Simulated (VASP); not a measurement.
Input of a VASP 6.6.1 run:

INCAR

```
SYSTEM = Hg
PREC = Accurate
ENCUT = 600
EDIFF = 1E-6
ISMEAR = 0
SIGMA = 0.1
LREAL = .False.
LASPH = .True.
NELM = 100
ALGO = Normal
ISIF = 3
LWAVE = .False.
LCHARG = .False.
GGA = PE
IBRION = 2
NSW = 90
EDIFFG = -0.04
```

KPOINTS

```
regular mesh
0
Gamma
  6 6 4
  0 0 0
```

Contents of POSCAR:

```
Hg
1.0
    5.4685659713      0.0000000000      0.0000000000
   -2.7342829856      4.7359170534      0.0000000000
    0.0000000000      0.0000000000      4.6175965207
Hg
3
Direct
    0.0000000000      0.5000000000      0.6666666667
    0.5000000000      0.0000000000      0.0000000000
    0.5000000000      0.5000000000      0.3333333333
```

Potentials or basis: VASP PAW PBE potentials, release 64 (Hg).

Launch:

```sh
$ cat potpaw_PBE.64/Hg/POTCAR > POTCAR
$ mpirun -np 1 vasp_std > vasp.out
```

(1) Estimate the relaxed volume.

(2) What does it give for the space group after relaxing (to 0.05 Å)?

Answers

(1) 35.47 Å³/atom.

(2) P6_222 (No. 180).
